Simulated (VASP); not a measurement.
# Gd (Im-3m) in VASP: notebook, part 2 of 2

VASP 6.6.1. Earlier steps stand in the parts before.

## (5) Single point, RPBE, collinear spin, ferromagnetic start

This run uses another cell than the first one, of 33.22 Å³/atom, 0.962 times its volume.

Input file INCAR:

```
SYSTEM = Gd
PREC = Accurate
ENCUT = 520
EDIFF = 1E-7
ISMEAR = 0
SIGMA = 0.1
LREAL = .FALSE.
LASPH = .TRUE.
NELM = 150
ALGO = Normal
ISIF = 2
LWAVE = .FALSE.
LCHARG = .TRUE.
ISPIN = 2
MAGMOM = 7
LORBIT = 11
LMAXMIX = 6
GGA = RP
LELF = .TRUE.
LVHAR = .TRUE.
NBANDS = 19
```

Input file KPOINTS:

```
Automatic mesh
0
G
  9 9 9
  0 0 0
```

Input file POSCAR:

```
Gd
1.0
   -2.0250000000      2.0250000000      2.0250000000
    2.0250000000     -2.0250000000      2.0250000000
    2.0250000000      2.0250000000     -2.0250000000
Gd
1
Direct
    0.0000000000      0.0000000000      0.0000000000
```

Potentials or basis: VASP PAW PBE potentials, release 64 (Gd).

Launch:

```sh
$ cat potpaw_PBE.64/Gd/POTCAR > POTCAR
$ mpirun -np 1 vasp_std > vasp.out
```

OUTCAR:

```text
SYSTEM = Gd
   PREC = Accurate
   ENCUT = 520
   EDIFF = 1E-7
   ISMEAR = 0
   LREAL = .FALSE.
   LASPH = .TRUE.
   NELM = 150
   ISIF = 2
   ISPIN = 2
   LORBIT = 11
   GGA = RP

 ion  position               nearest neighbor table
   1  0.000  0.000  0.000-

  LATTYP: Found a body centered cubic cell.
 ALAT       =     4.0500000000

  Lattice vectors:

 A1 = (  -2.0250000000,   2.0250000000,   2.0250000000)
 A2 = (   2.0250000000,  -2.0250000000,   2.0250000000)
 A3 = (   2.0250000000,   2.0250000000,  -2.0250000000)

Analysis of symmetry for initial positions (statically):
=====================================================================
 Subroutine PRICEL returns:
 Original cell was already a primitive cell.

 Routine SETGRP: Setting up the symmetry group for a
 body centered cubic supercell.

 Subroutine GETGRP returns: Found 48 space group operations
 (whereof 48 operations were pure point group operations)
 out of a pool of 48 trial point group operations.

The static configuration has the point symmetry O_h .

Analysis of symmetry for dynamics (positions and initial velocities):
=====================================================================
 Subroutine PRICEL returns:
 Original cell was already a primitive cell.

 Routine SETGRP: Setting up the symmetry group for a
 body centered cubic supercell.

 Subroutine GETGRP returns: Found 48 space group operations
 (whereof 48 operations were pure point group operations)
 out of a pool of 48 trial point group operations.

The dynamic configuration has the point symmetry O_h .

Analysis of structural, dynamic, and magnetic symmetry:
=====================================================================
 Subroutine PRICEL returns:
 Original cell was already a primitive cell.

 Routine SETGRP: Setting up the symmetry group for a
 body centered cubic supercell.

 Subroutine GETGRP returns: Found 48 space group operations
 (whereof 48 operations were pure point group operations)
 out of a pool of 48 trial point group operations.

The overall configuration has the point symmetry O_h .

 Subroutine INISYM returns: Found 48 space group operations
 (whereof 48 operations are pure point group operations),
 and found     1 'primitive' translations

----------------------------------------------------------------------------------------

                                     Primitive cell

  volume of cell :      33.2151

  direct lattice vectors                    reciprocal lattice vectors
    -2.025000000  2.025000000  2.025000000     0.000000000  0.246913580  0.246913580
     2.025000000 -2.025000000  2.025000000     0.246913580  0.000000000  0.246913580
     2.025000000  2.025000000 -2.025000000     0.246913580  0.246913580  0.000000000

  length of vectors
     3.507402885  3.507402885  3.507402885     0.349188534  0.349188534  0.349188534

  position of ions in fractional coordinates (direct lattice)
     0.000000000  0.000000000  0.000000000

  ion indices of the primitive-cell ions
   primitive index   ion index
                 1           1

----------------------------------------------------------------------------------------

 KPOINTS: Automatic mesh

[... 48 lines left out ...]
 [... further k-points ...]
   k-points           NKPTS =     35   k-points in BZ     NKDIM =     35   number of bands    NBANDS=     19
   number of dos      NEDOS =    301   number of ions     NIONS =      1
   total plane-waves  NPLWV =  21952
   dimension x,y,z NGX =    28 NGY =   28 NGZ =   28
   dimension x,y,z NGXF=    56 NGYF=   56 NGZF=   56
   ions per type =               1
   NGX,Y,Z   is equivalent  to a cutoff of  13.27, 13.27, 13.27 a.u.
   NGXF,Y,Z  is equivalent  to a cutoff of  26.54, 26.54, 26.54 a.u.
 SYSTEM =  Gd
   PREC   = accura    normal or accurate (medium, high low for compatibility)
   ISTART =      0    job   : 0-new  1-cont  2-samecut
   ICHARG =      2    charge: 1-file 2-atom 10-const
   ISPIN  =      2    spin polarized calculation?
   LNONCOLLINEAR =      F non collinear calculations
   LSORBIT =      F    spin-orbit coupling
   LASPH  =      T    aspherical Exc in radial PAW
   ENCUT  =  520.0 eV  38.22 Ry    6.18 a.u.   6.52  6.52  6.52*2*pi/ulx,y,z
   NELM   =    150;   NELMIN=  2; NELMDL= -5     # of ELM steps
   EDIFF  = 0.1E-06   stopping-criterion for ELM
   LREAL  =      F    real-space projection
   EDIFFG = 0.1E-05   stopping-criterion for IOM
   NSW    =      0    number of steps for IOM
   IBRION =     -1    ionic relax: 0-MD 1-quasi-New 2-CG
   NFREE  =      0    steps in history (QN), initial steepest desc. (CG)
   ISIF   =      2    stress and relaxation
   ISYM   =      2    0-nonsym 1-usesym 2-fastsym
   POTIM  = 0.5000    time-step for ionic-motion
   TEBEG  =    0.0;   TEEND  =   0.0 temperature during run
   PSTRESS=    0.0 pullay stress
   NELECT =      18.0000    total number of electrons
   NUPDOWN=      -1.0000    fix difference up-down
   EMIN   =  10.00;   EMAX   =-10.00  energy-range for DOS
   EFERMI =   0.00;   METHOD = LEGACY
   ISMEAR =     0;   SIGMA  =   0.10  broadening in eV -4-tet -1-fermi 0-gaus
   EFERMI_NEDOS =   21; number of points for ismear=-14 and -15
   IALGO  =     38    algorithm
   IMIX   =      4    mixing-type and parameters
     AMIX     =   0.40;   BMIX     =  1.00
     AMIX_MAG =   1.60;   BMIX_MAG =  1.00
  volume/ion in A,a.u.               =      33.22       224.15
  Fermi-wavevector in a.u.,A,eV,Ry     =   1.334711  2.522238 24.238153  1.781454
  Thomas-Fermi vector in A             =   2.463472
   LORBIT       =     11    0 simple, 1 ext, 2 COOP (PROOUT), +10 PAW based schemes
   GGA     = RP    functional components
   LHFCALC =     F    Hartree Fock is set to
   AEXX    =    0.0000 exact exchange contribution
   IVDW    =     0    specifies the selected vdW correction
   LEPSILON=     F    determine dielectric tensor
   LRPA    =     F    only Hartree local field effects (RPA)
 spin polarized calculation
 Gauss-broadening in eV      SIGMA  =   0.10
  energy-cutoff  :      520.00
  volume of cell :       33.22
 maximum number of plane-waves:       935
 NGX is ok and might be reduce to    28
   NGX = 13   NGY = 13   NGZ = 13

 number of electron      18.0000009 magnetization       7.6258978

 Free energy of the ion-electron system (eV)
  ---------------------------------------------------
  ext. energy  EPLUGINS =         0.00000000
  ---------------------------------------------------
  free energy    TOTEN  =       -11.36398943 eV

  energy without entropy =      -11.35621605  energy(sigma->0) =      -11.36010274

 E-fermi :   3.0835     XC(G=0):  -9.8493

 val. band max:        3.0606653174   @ k =  -0.3333  -0.4444   0.1111
 cond. band min:       3.0872428492   @ k =  -0.4444   0.4444   0.2222
 fundamental gap:      0.0265775318
 Fermi energy:         3.0835367840

 spin component 1

 k-point     1 :       0.0000    0.0000    0.0000
  band No.  band energies     occupation
      1     -42.3302      1.00000
      2     -19.3338      1.00000
      3     -19.3338      1.00000
      4     -19.3338      1.00000
      5      -2.0160      1.00000
      6      -1.9520      1.00000
[... 517 lines left out ...]
     18      10.6896      0.00000
     19      13.1049      0.00000

 [... further k-points ...]

 spin component 2

 k-point     1 :       0.0000    0.0000    0.0000
  band No.  band energies     occupation
      1     -39.0211      1.00000
      2     -16.9260      1.00000
      3     -16.9260      1.00000
      4     -16.9260      1.00000
      5      -1.0902      1.00000
      6       3.4536      0.00000
[... 517 lines left out ...]
     18      12.1644      0.00000
     19      14.4199      0.00000

 [... further k-points ...]
[... 5 lines left out ...]
  --------------------------------------------------------------------------------------
  -------------------------------------------------------------------------------------
  Total        0.3297531      0.3297531      0.3297531      0.0000000     -0.0000000     -0.0000000
  in kB       15.9061233     15.9061233     15.9061233      0.0000000     -0.0000000     -0.0000000
  external PRESSURE =      15.9061233 kB  Pullay stress =       0.0000000 kB

 VOLUME and BASIS-vectors are now :
 -----------------------------------------------------------------------------
  energy-cutoff  :      520.00
  volume of cell :       33.22
      direct lattice vectors                 reciprocal lattice vectors
    -2.025000000  2.025000000  2.025000000     0.000000000  0.246913580  0.246913580
     2.025000000 -2.025000000  2.025000000     0.246913580  0.000000000  0.246913580
     2.025000000  2.025000000 -2.025000000     0.246913580  0.246913580  0.000000000

 POSITION                                       TOTAL-FORCE (eV/Angst)
 -----------------------------------------------------------------------------------
      0.00000      0.00000      0.00000         0.000000     -0.000000      0.000000
 -----------------------------------------------------------------------------------
    total drift:                                0.000000     -0.000000     -0.000000

  FREE ENERGIE OF THE ION-ELECTRON SYSTEM (eV)
  ---------------------------------------------------
  free  energy   TOTEN  =       -11.3639894303 eV

  energy  without entropy=      -11.3562160550  energy(sigma->0) =      -11.36010274

 total charge

# of ion       s       p       d       f       tot
--------------------------------------------------
    1        2.072   5.575   0.583   6.976  15.205

 magnetization (x)

# of ion       s       p       d       f       tot
--------------------------------------------------
    1        0.001  -0.064   0.232   6.829   6.997
```

OSZICAR:

```text
N       E                     dE             d eps       ncg     rms          rms(c)
DAV:   1     0.999229316977E+02    0.99923E+02   -0.64287E+03  3406   0.486E+03
DAV:   2     0.616796332466E+01   -0.93755E+02   -0.81629E+02  3396   0.330E+02
[... 18 lines left out ...]
DAV:  21    -0.113639936021E+02   -0.68383E-05   -0.29024E-05  4047   0.103E-01    0.337E-02
DAV:  22    -0.113639909265E+02    0.26756E-05   -0.53201E-06  4229   0.466E-02    0.252E-02
DAV:  23    -0.113639899781E+02    0.94839E-06   -0.54389E-06  3481   0.566E-02    0.219E-02
DAV:  24    -0.113639895911E+02    0.38692E-06   -0.62520E-07  4431   0.137E-02    0.284E-02
DAV:  25    -0.113639894033E+02    0.18782E-06   -0.37693E-08  1900   0.446E-03    0.108E-02
DAV:  26    -0.113639894303E+02   -0.26951E-07   -0.22852E-08  1762   0.313E-03
   1 F= -.11363989E+02 E0= -.11360103E+02  d E =-.777338E-02  mag=     7.6259
```

stdout:

```text
POSCAR found type information on POSCAR Gd
 POSCAR found :  1 types and       1 ions
 scaLAPACK will be used
 -----------------------------------------------------------------------------
|                                                                             |
|                                                                             |
|     You enforced a specific xc type in the INCAR file but a different       |
|     I HOPE YOU KNOW WHAT YOU ARE DOING!                                     |
|                                                                             |
 -----------------------------------------------------------------------------

 LDA part: xc-table for (Slater+PW92), standard interpolation
 POSCAR, INCAR and KPOINTS ok, starting setup
 FFT: planning ... GRIDC
 FFT: planning ... GRID_SOFT
 FFT: planning ... GRID
 WAVECAR not read
 entering main loop
```

Run time: 98 s. Hardware: 1 thread of Intel Xeon Platinum 8488C (Sapphire Rapids), shared host; peak memory 0.2 GiB.

Results:

```yaml
Free_energy: -11.3640 eV
Pressure: 1.6 GPa
Net_moment: 7.63 μB per cell
Site_moments: Gd +7.00 μB
Valence_electrons_inside_the_program's_atomic_spheres: Gd 15.21
```

Caveat: the PAW data sets were made with another functional, which shifts forces and pressure a little; spin-orbit coupling is left out, which moves the levels of the heavy elements. The state reached can hang on the start; a lower one may exist.

## (6) Summary

| level | cell | smearing | gap on the mesh (eV) | pressure (GPa) | moment (μB) |
| --- | --- | --- | --- | --- | --- |
| r2SCAN | a = 3.554 Å, angles 109.5°, 1 atom | fermi-dirac 0.05 eV | none | -0.7 | 8.05 |
| r2SCAN | a = 3.576 Å, angles 109.5°, 1 atom | fermi-dirac 0.05 eV | none | -1.2 | 8.09 |
| PBE | a = 3.507 Å, angles 109.5°, 1 atom | gaussian 0.1 eV | none | 0.0 | 7.60 |
| RPBE | a = 3.507 Å, angles 109.5°, 1 atom | gaussian 0.1 eV | none | 1.6 | 7.63 |

Alike in all rows: task single point; potentials or basis VASP PAW PBE potentials, release 64 (Gd); spin collinear, ferromagnetic start; k mesh 9 × 9 × 9; cutoff (eV) 520.

Caveats: spin-orbit coupling is left out, which moves the levels of the heavy elements; the PAW data sets were made with another functional, which shifts forces and pressure a little (some runs).

Absolute energies hang on the potentials; compare differences alone.
